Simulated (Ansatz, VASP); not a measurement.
## AlNi3 in VASP and in Ansatz

```xyz
4
Lattice="0.0000 2.4313 2.7984 3.1656 0.0000 2.7984 3.1656 2.4313 0.0000" Properties=species:S:1:pos:R:3 pbc="T T T"
Al    3.1656    2.4313    2.7984
Ni    1.5828    1.2156    1.3992
Ni    0.0000    0.0000    0.0000
Ni    4.7483    3.6469    4.1976
```

Change from the starting cell: strain +0.1312 x Voigt [1, -1, 0, 0, 0, 0], atoms carried along.

Alike in both runs: task single point; functional PBEsol; k mesh 14 × 14 × 14; occupations gaussian, width 0.15 eV; no spin polarisation.

```csv
,VASP,Ansatz
version,VASP 6.6.1,Ansatz 0.2.0
potentials or method,"VASP PAW PBE potentials, release 64 (Al, Ni), cutoff 520 eV","scalar-relativistic, plane waves, PAW"
valence electrons in the cell,33,57
```

Ansatz gave:

```
gap on the k mesh at the Fermi level (eV)                     : none
pressure (GPa)                                                : 5.8
traceless stress, the component that is largest in VASP (GPa) : 12.61
```

Estimate VASP's values.

gap on the k mesh at the Fermi level (eV): none; pressure (GPa): 5.8; traceless stress, the component that is largest in VASP (GPa): 12.63.

VASP's potentials were made for PBE, not for PBEsol. A gap of «none» marks a metal or a gap that the smearing closes. The functional is the same, so the differences come from potentials, cutoffs and numerics. VASP's potentials hold 33 valence electrons a cell and Ansatz's 57, so a difference there can come from the potentials and not from the codes.
